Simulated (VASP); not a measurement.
# BaTiO3 in VASP: notebook

BaTiO3 is run at these levels: r2SCAN+U; tasks: single point.

Program: VASP 6.6.1. These are calculated values, not measurements. Logs are shortened: lines on timing, memory, paths and dates and some standing lists are left out, and cuts for length are marked.

**1. The cell of the first run**

It takes space group P4mm (No. 99, tetragonal). Conventional cell: a = 3.997 Å, b = 3.997 Å, c = 4.045 Å, α = 90.00°, β = 90.00°, γ = 90.00°. Ba (site symmetry 4mm) has 12 O at 2.81 to 2.88 Å and 8 Ti at 3.45 to 3.50 Å within 3.7 Å. Ti (site symmetry 4mm) has 6 O at 1.89 to 2.16 Å within 2.5 Å. Within 2.7 Å of O (site symmetry 2mm) lie 2 Ti at 2.00 Å. O (site symmetry 4mm) has 2 Ti at 1.89 to 2.16 Å within 2.5 Å.

**2. Single point, r2SCAN+U**

POSCAR reads:

```
BaTiO3
1.0
    3.9968856740      0.0000000000      0.0000000000
    0.0000000000      3.9968856740      0.0000000000
    0.0000000000      0.0000000000      4.0454741256
Ba Ti O
1 1 3
Direct
    0.5000000000      0.5000000000      0.5790986923
    0.0000000000      0.0000000000      0.0907439727
    0.0000000000      0.5000000000      0.0665185034
    0.5000000000      0.0000000000      0.0665185034
    0.0000000000      0.0000000000      0.5571173182
```

INCAR.step1 reads:

```
SYSTEM = BaTiO3
  PREC = Accurate
  ENCUT = 520
  ISMEAR = 0
  SIGMA = 0.02
  LREAL = .False.
  LASPH = .True.
  NELM = 150
  LMAXMIX = 4
  LDAU = .True.
  LDAUTYPE = 2
  LDAUL = -1 2 -1
  LDAUU = 0 4 0
  LDAUJ = 0 0 0
  NBANDS = 28
  GGA = PE
  ALGO = Normal
  EDIFF = 1E-4
  LWAVE = .True.
  LCHARG = .False.
```

INCAR.step2 reads:

```
SYSTEM = BaTiO3
  PREC = Accurate
  ENCUT = 520
  EDIFF = 1E-7
  ISMEAR = 0
  SIGMA = 0.02
  LREAL = .False.
  LASPH = .True.
  NELM = 150
  ALGO = Normal
  ISIF = 2
  LWAVE = .False.
  LCHARG = .False.
  LMAXMIX = 4
  LDAU = .True.
  LDAUTYPE = 2
  LDAUL = -1 2 -1
  LDAUU = 0 4 0
  LDAUJ = 0 0 0
  LDAUPRINT = 1
  METAGGA = R2SCAN
  LMIXTAU = .True.
  NBANDS = 28
  ISTART = 1
```

KPOINTS reads:

```
Automatic mesh
0
Gamma
  6 6 6
  0 0 0
```

Potentials or basis: VASP PAW PBE potentials, release 64 (Ba_sv, Ti_sv, O).

The run is started by

```sh
cat potpaw_PBE.64/Ba_sv/POTCAR potpaw_PBE.64/Ti_sv/POTCAR potpaw_PBE.64/O/POTCAR > POTCAR
cp INCAR.step1 INCAR
mpirun -np 1 vasp_std > vasp.out
cp INCAR.step2 INCAR
mpirun -np 1 vasp_std > vasp.out
```

OUTCAR:

```text
SYSTEM = BaTiO3
   PREC = Accurate
   ENCUT = 520
   EDIFF = 1E-7
   ISMEAR = 0
   LREAL = .False.
   LASPH = .True.
   NELM = 150
   ISIF = 2
   METAGGA = R2SCAN
   ISTART = 1

 ion  position               nearest neighbor table
   1  0.500  0.500  0.579-   3 2.81   4 2.81   4 2.81   3 2.81   5 2.83   5 2.83   5 2.83   5 2.83
                             3 2.88   4 2.88   3 2.88   4 2.88   2 3.45   2 3.45   2 3.45   2 3.45
   2  0.000  0.000  0.091-   5 1.89   4 2.00   3 2.00   3 2.00   4 2.00   5 2.16   1 3.45   1 3.45
                             1 3.45   1 3.45   1 3.50   1 3.50   1 3.50   1 3.50
   3  0.000  0.500  0.067-   2 2.00   2 2.00   1 2.81   1 2.81   1 2.88   1 2.88
   4  0.500  0.000  0.067-   2 2.00   2 2.00   1 2.81   1 2.81   1 2.88   1 2.88
   5  0.000  0.000  0.557-   2 1.89   2 2.16   1 2.83   1 2.83   1 2.83   1 2.83

  LATTYP: Found a simple tetragonal cell.
 ALAT       =     3.9968856740
 C/A-ratio  =     1.0121565778

  Lattice vectors:

 A1 = (   3.9968856740,   0.0000000000,   0.0000000000)
 A2 = (   0.0000000000,   3.9968856740,   0.0000000000)
 A3 = (   0.0000000000,   0.0000000000,   4.0454741256)

Analysis of symmetry for initial positions (statically):
=====================================================================
 Subroutine PRICEL returns:
 Original cell was already a primitive cell.

 Routine SETGRP: Setting up the symmetry group for a
 simple tetragonal supercell.

 Subroutine GETGRP returns: Found  8 space group operations
 (whereof  8 operations were pure point group operations)
 out of a pool of 16 trial point group operations.

The static configuration has the point symmetry C_4v.

Analysis of symmetry for dynamics (positions and initial velocities):
=====================================================================
 Subroutine PRICEL returns:
 Original cell was already a primitive cell.

 Routine SETGRP: Setting up the symmetry group for a
 simple tetragonal supercell.

 Subroutine GETGRP returns: Found  8 space group operations
 (whereof  8 operations were pure point group operations)
 out of a pool of 16 trial point group operations.

The dynamic configuration has the point symmetry C_4v.

 Subroutine INISYM returns: Found  8 space group operations
 (whereof  8 operations are pure point group operations),
 and found     1 'primitive' translations

----------------------------------------------------------------------------------------

                                     Primitive cell

  volume of cell :      64.6268

  direct lattice vectors                    reciprocal lattice vectors
     3.996885674  0.000000000  0.000000000     0.250194797  0.000000000  0.000000000
     0.000000000  3.996885674  0.000000000     0.000000000  0.250194797  0.000000000
     0.000000000  0.000000000  4.045474126     0.000000000  0.000000000  0.247189815

  length of vectors
     3.996885674  3.996885674  4.045474126     0.250194797  0.250194797  0.247189815

  position of ions in fractional coordinates (direct lattice)
     0.500000000  0.500000000  0.579098692
     0.000000000  0.000000000  0.090743973
     0.000000000  0.500000000  0.066518503
     0.500000000  0.000000000  0.066518503
     0.000000000  0.000000000  0.557117318

  ion indices of the primitive-cell ions
   primitive index   ion index
                 1           1
                 2           2
                 3           3
                 4           4
                 5           5

----------------------------------------------------------------------------------------

 KPOINTS: Automatic mesh

[... 51 lines left out ...]
   total plane-waves  NPLWV =  27000
   dimension x,y,z NGX =    30 NGY =   30 NGZ =   30
   dimension x,y,z NGXF=    60 NGYF=   60 NGZF=   60
   ions per type =               1   1   3
   NGX,Y,Z   is equivalent  to a cutoff of  12.48, 12.48, 12.33 a.u.
   NGXF,Y,Z  is equivalent  to a cutoff of  24.96, 24.96, 24.66 a.u.
 SYSTEM =  BaTiO3
   PREC   = accura    normal or accurate (medium, high low for compatibility)
   ISTART =      1    job   : 0-new  1-cont  2-samecut
   ICHARG =      0    charge: 1-file 2-atom 10-const
   ISPIN  =      1    spin polarized calculation?
   LNONCOLLINEAR =      F non collinear calculations
   LSORBIT =      F    spin-orbit coupling
   LASPH  =      T    aspherical Exc in radial PAW
   ENCUT  =  520.0 eV  38.22 Ry    6.18 a.u.   7.43  7.43  7.52*2*pi/ulx,y,z
   NELM   =    150;   NELMIN=  2; NELMDL=  0     # of ELM steps
   EDIFF  = 0.1E-06   stopping-criterion for ELM
   LREAL  =      F    real-space projection
   EDIFFG = 0.1E-05   stopping-criterion for IOM
   NSW    =      0    number of steps for IOM
   IBRION =     -1    ionic relax: 0-MD 1-quasi-New 2-CG
   NFREE  =      0    steps in history (QN), initial steepest desc. (CG)
   ISIF   =      2    stress and relaxation
   ISYM   =      2    0-nonsym 1-usesym 2-fastsym
   POTIM  = 0.5000    time-step for ionic-motion
   TEBEG  =    0.0;   TEEND  =   0.0 temperature during run
   PSTRESS=    0.0 pullay stress
   NELECT =      40.0000    total number of electrons
   NUPDOWN=      -1.0000    fix difference up-down
   EMIN   =  10.00;   EMAX   =-10.00  energy-range for DOS
   EFERMI =   0.00;   METHOD = LEGACY
   ISMEAR =     0;   SIGMA  =   0.02  broadening in eV -4-tet -1-fermi 0-gaus
   EFERMI_NEDOS =   21; number of points for ismear=-14 and -15
   IALGO  =     38    algorithm
   IMIX   =      4    mixing-type and parameters
     AMIX     =   0.40;   BMIX     =  1.00
     AMIX_MAG =   1.60;   BMIX_MAG =  1.00
  volume/ion in A,a.u.               =      12.93        87.22
  Fermi-wavevector in a.u.,A,eV,Ry     =   1.395160  2.636469 26.483333  1.946470
  Thomas-Fermi vector in A             =   2.518638
   LORBIT       =      0    0 simple, 1 ext, 2 COOP (PROOUT), +10 PAW based schemes
 LDA+U is selected, type is set to LDAUTYPE =  2
   angular momentum for each species LDAUL =    -1    2   -1
   U (eV)           for each species LDAUU =   0.0  4.0  0.0
   J (eV)           for each species LDAUJ =   0.0  0.0  0.0
   METAGGA = R2SCAN    functional components
   LHFCALC =     F    Hartree Fock is set to
   AEXX    =    0.0000 exact exchange contribution
   IVDW    =     0    specifies the selected vdW correction
   LEPSILON=     F    determine dielectric tensor
   LRPA    =     F    only Hartree local field effects (RPA)
 non-spin polarized calculation
 Gauss-broadening in eV      SIGMA  =   0.02
  energy-cutoff  :      520.00
  volume of cell :       64.63
 maximum number of plane-waves:      1771
 NGX is ok and might be reduce to    30
   NGX = 15   NGY = 15   NGZ = 15

atom =   2  type =  2  l = 2

 onsite density matrix

spin component  1

  0.0939 -0.0000  0.0000 -0.0000 -0.0000
 -0.0000  0.0999  0.0000  0.0000  0.0000
  0.0000  0.0000  0.2396 -0.0000  0.0000
 -0.0000  0.0000 -0.0000  0.0999  0.0000
 -0.0000  0.0000  0.0000  0.0000  0.2325

spin component  2

  0.0939 -0.0000  0.0000 -0.0000 -0.0000
 -0.0000  0.0999  0.0000  0.0000  0.0000
  0.0000  0.0000  0.2396 -0.0000  0.0000
 -0.0000  0.0000 -0.0000  0.0999  0.0000
 -0.0000  0.0000  0.0000  0.0000  0.2325

 occupancies and eigenvectors

  o =  0.0939  v =  1.0000  0.0000  0.0000  0.0000  0.0000  0.0000  0.0000  0.0000  0.0000  0.0000      0.0000  0.0000  0.0000  0.0000  0.0000  0.0000  0.0000  0.0000  0.0000  0.0000
  o =  0.0939  v =  0.0000  0.0000  0.0000  0.0000  0.0000  1.0000  0.0000  0.0000  0.0000  0.0000      0.0000  0.0000  0.0000  0.0000  0.0000  0.0000  0.0000  0.0000  0.0000  0.0000
  o =  0.0999  v =  0.0000 -1.0000  0.0000 -0.0000 -0.0000  0.0000  0.0000  0.0000  0.0000  0.0000      0.0000  0.0000  0.0000  0.0000  0.0000  0.0000  0.0000  0.0000  0.0000  0.0000
  o =  0.0999  v =  0.0000  0.0000  0.0000  0.0000  0.0000  0.0000 -1.0000  0.0000 -0.0000 -0.0000      0.0000  0.0000  0.0000  0.0000  0.0000  0.0000  0.0000  0.0000  0.0000  0.0000
  o =  0.0999  v =  0.0000 -0.0000 -0.0000  1.0000 -0.0000  0.0000  0.0000  0.0000  0.0000  0.0000      0.0000  0.0000  0.0000  0.0000  0.0000  0.0000  0.0000  0.0000  0.0000  0.0000
  o =  0.0999  v =  0.0000  0.0000  0.0000  0.0000  0.0000  0.0000 -0.0000 -0.0000  1.0000 -0.0000      0.0000  0.0000  0.0000  0.0000  0.0000  0.0000  0.0000  0.0000  0.0000  0.0000
  o =  0.2325  v =  0.0000  0.0000  0.0000  0.0000  0.0000  0.0000 -0.0000 -0.0000  0.0000  1.0000      0.0000  0.0000  0.0000  0.0000  0.0000  0.0000  0.0000  0.0000  0.0000  0.0000
  o =  0.2325  v =  0.0000 -0.0000 -0.0000  0.0000  1.0000  0.0000  0.0000  0.0000  0.0000  0.0000      0.0000  0.0000  0.0000  0.0000  0.0000  0.0000  0.0000  0.0000  0.0000  0.0000
  o =  0.2396  v =  0.0000  0.0000  0.0000  0.0000  0.0000  0.0000 -0.0000 -1.0000 -0.0000 -0.0000      0.0000  0.0000  0.0000  0.0000  0.0000  0.0000  0.0000  0.0000  0.0000  0.0000
  o =  0.2396  v =  0.0000 -0.0000 -1.0000 -0.0000 -0.0000  0.0000  0.0000  0.0000  0.0000  0.0000      0.0000  0.0000  0.0000  0.0000  0.0000  0.0000  0.0000  0.0000  0.0000  0.0000

 number of electron      39.9999979 magnetization

 Free energy of the ion-electron system (eV)
  ---------------------------------------------------
  ext. energy  EPLUGINS =         0.00000000
  ---------------------------------------------------
  free energy    TOTEN  =       -71.64274862 eV

  energy without entropy =      -71.64274862  energy(sigma->0) =      -71.64274862

 E-fermi :   3.7683     XC(G=0): -11.8739

 val. band max:        3.6605335684   @ k =   0.5000   0.5000   0.5000
 cond. band min:       6.3577378736   @ k =   0.0000   0.0000   0.0000
 fundamental gap:      2.6972043052
 Fermi energy:         3.7683115822

 k-point     1 :       0.0000    0.0000    0.0000
  band No.  band energies     occupation
      1     -56.2645      2.00000
      2     -31.4046      2.00000
      3     -31.3682      2.00000
      4     -31.3682      2.00000
      5     -21.9070      2.00000
      6     -14.2939      2.00000
[... 733 lines left out ...]
     27      12.3797      0.00000
     28      13.7057      0.00000

 [... further k-points ...]
[... 5 lines left out ...]
  --------------------------------------------------------------------------------------
  -------------------------------------------------------------------------------------
  Total        1.4988518      1.4988518      1.6456602      0.0000000      0.0000000      0.0000000
  in kB       37.1583490     37.1583490     40.7979047      0.0000000      0.0000000      0.0000000
  external PRESSURE =      38.3715343 kB  Pullay stress =       0.0000000 kB

 VOLUME and BASIS-vectors are now :
 -----------------------------------------------------------------------------
  energy-cutoff  :      520.00
  volume of cell :       64.63
      direct lattice vectors                 reciprocal lattice vectors
     3.996885674  0.000000000  0.000000000     0.250194797  0.000000000  0.000000000
     0.000000000  3.996885674  0.000000000     0.000000000  0.250194797  0.000000000
     0.000000000  0.000000000  4.045474126     0.000000000  0.000000000  0.247189815

 POSITION                                       TOTAL-FORCE (eV/Angst)
 -----------------------------------------------------------------------------------
      1.99844      1.99844      2.34273        -0.000000      0.000000     -0.018226
      0.00000      0.00000      0.36710        -0.000000     -0.000000     -0.488006
      0.00000      1.99844      0.26910        -0.000000      0.000000      0.011487
      1.99844      0.00000      0.26910         0.000000     -0.000000      0.011487
      0.00000      0.00000      2.25380        -0.000000     -0.000000      0.483258
 -----------------------------------------------------------------------------------
    total drift:                                0.000000      0.000000     -0.011335

  FREE ENERGIE OF THE ION-ELECTRON SYSTEM (eV)
  ---------------------------------------------------
  free  energy   TOTEN  =       -71.6427486195 eV

  energy  without entropy=      -71.6427486195  energy(sigma->0) =      -71.64274862
```

It took 3.2 min on 1 thread of Intel Xeon Platinum 8488C (Sapphire Rapids), shared host; peak memory 0.21 GiB.

What came out:

| Property | Result |
| --- | --- |
| Free energy | -71.6427 eV |
| Pressure | 3.8 GPa |
| Largest force | 0.488 eV/Å |
| Band gap on the k mesh | 2.70 eV, indirect (least direct gap 3.04 eV) |

Forces in eV/Å, atoms in the order of the input:
```
Ba   0.000  0.000 -0.018
Ti   0.000  0.000 -0.488
O    0.000  0.000  0.011
O    0.000  0.000  0.011
O    0.000  0.000  0.483
```

Levels at points of the mesh, in eV from the valence-band top:
```
           k point  band 18  band 19  band 20  band 21  band 22  band 23
(0.00, 0.00, 0.00)    -0.40    -0.34    -0.34     2.70     2.84     2.84
(0.50, 0.00, 0.00)    -1.68    -1.05    -0.97     3.00     4.32     4.36
(0.50, 0.50, 0.00)    -1.00    -1.00    -0.08     4.39     4.39     4.84
(0.00, 0.00, 0.50)    -1.85    -0.82    -0.82     2.87     4.30     4.34
(0.50, 0.00, 0.50)    -0.98    -0.96    -0.21     4.36     4.38     4.78
(0.50, 0.50, 0.50)    -0.12    -0.12     0.00     5.01     5.01     5.06
```

Eigenvalues of the final occupation matrices:
```tsv
site	spin	trace	eigenvalues
site 2 d	1	0.77	0.09 0.10 0.10 0.23 0.24
site 2 d	2	0.77	0.09 0.10 0.10 0.23 0.24
```

Caveat: the PAW data sets were made with another functional, which shifts forces and pressure a little; spin-orbit coupling is left out, which moves the levels of the heavy elements.

(Continued in part 2 of 4.)
